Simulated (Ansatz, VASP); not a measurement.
## One calculation of Sn, two programs

Contents of INCAR:

```
SYSTEM = Sn
ALGO = Normal
EDIFF = 1E-7
EDIFFG = -0.01
ENCUT = 500
GGA = PE
GGA_COMPAT = .FALSE.
IBRION = 2
ISIF = 3
ISMEAR = 0
LASPH = .TRUE.
LCHARG = .FALSE.
LREAL = .FALSE.
LWAVE = .FALSE.
NELM = 120
NELMIN = 4
NSW = 100
PREC = Accurate
SIGMA = 0.1
```

Contents of KPOINTS:

```
k-points
0
G
  12 12 14
  0 0 0
```

Contents of POSCAR:

```
Sn
1.0
    5.4898715601      0.0000000000      0.0000000000
   -2.7449357801      4.7543682346      0.0000000000
    0.0000000000      0.0000000000      3.2116699124
Sn
3
Direct
    0.0000000000      0.0000000000      0.0000000000
    0.3333333333      0.6666666667      0.5000000000
    0.6666666667      0.3333333333      0.5000000000
```

Input for Ansatz:

```yaml
crystal:
  lattice:
    - [5.4898715601, 0.0, 0.0]
    - [-2.7449357801, 4.7543682346, 0.0]
    - [0.0, 0.0, 3.2116699124]
  atoms:
    - { symbol: Sn, position: [0.0, 0.0, 0.0] }
    - { symbol: Sn, position: [0.3333333333, 0.6666666667, 0.5] }
    - { symbol: Sn, position: [0.6666666667, 0.3333333333, 0.5] }
basis:
  ecutwfc: 420
kpoints:
  mp_grid: { grid: [12, 12, 14] }
hamiltonian:
  xc: pbe
scf:
  occupations: { method: gaussian, width: 0.1 }
output:
  forces: true
  stress: true
  eigenvalues: true
relax:
  adjacent_minimum: "off"
  f_tol: 0.01
  max_steps: 80
  cell: { stress_tol: 0.05 }
```

Alike in both runs: task relaxation of cell and atoms; functional PBE; k mesh 12 × 12 × 14; occupations gaussian, width 0.1 eV; no spin polarisation.

|  | VASP | Ansatz |
| --- | --- | --- |
| version | VASP 6.6.1 | Ansatz 0.2.0 |
| potentials or method | VASP PAW PBE potentials, release 64 (Sn_d), cutoff 500 eV | scalar-relativistic, plane waves, PAW |
| valence electrons in the cell | 42 | 42 |

|  | VASP | Ansatz | Ansatz less VASP |
| --- | --- | --- | --- |
| gap on the k mesh at the Fermi level, each at its own relaxed structure (eV) | none | none | - |
| relaxed volume (Å³/atom) | 27.79 | 27.82 | +0.026 |
| relaxed length of the cell vector where the two differ most in proportion (Å) | 5.428 | 5.430 | +0.0018 |

A gap of «none» marks a metal or a gap that the smearing closes.
